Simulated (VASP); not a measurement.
Be2C, 3 atoms in the cell. It takes space group Fm-3m (No. 225, cubic). The conventional cell has a = 4.330 Å, b = 4.330 Å, c = 4.330 Å, α = 90.00°, β = 90.00°, γ = 90.00°. Be (site symmetry -43m) has 4 C at 1.87 Å and 6 Be at 2.17 Å within 2.5 Å. Within 2.5 Å of C (site symmetry m-3m) lie 8 Be at 1.87 Å. 

```yaml
Program: VASP 6.6.1
Task: relaxation of cell and atoms
Functional: r2SCAN
Potentials_or_basis: VASP PAW PBE potentials, release 64 (Be, C)
Cutoff: 660 eV
k_mesh: 8 × 8 × 8
Occupations: gaussian, width 0.01 eV
Spin: no spin polarisation
Target_pressure: 5 GPa
Dipole_correction: no
Further_INCAR_settings: ALGO = Normal; EDIFF = 1e-07; IBRION = 2; EDIFFG = -0.01; NSW = 80; ISIF = 3
```

Potentials or basis: VASP PAW PBE potentials, release 64 (Be, C).

Launch:

```console
$ cat potpaw_PBE.64/Be/POTCAR potpaw_PBE.64/C/POTCAR > POTCAR
$ cp INCAR.step1 INCAR
$ mpirun -np 1 vasp_std > vasp.out
$ cp INCAR.step2 INCAR
$ mpirun -np 1 vasp_std > vasp.out
```

Hardware: 1 thread of Intel(R) Xeon(R) Platinum 8259CL CPU @ 2.50GHz (Skylake/Cascade Lake), on a shared host.

Problem. Estimate the wall time of this run.

Solution. Wall time 2.6 min on 1 thread of Intel(R) Xeon(R) Platinum 8259CL CPU @ 2.50GHz (Skylake/Cascade Lake), with other jobs on the host, peak memory 0.15 GiB. Counts: k points 29, ion steps 3.
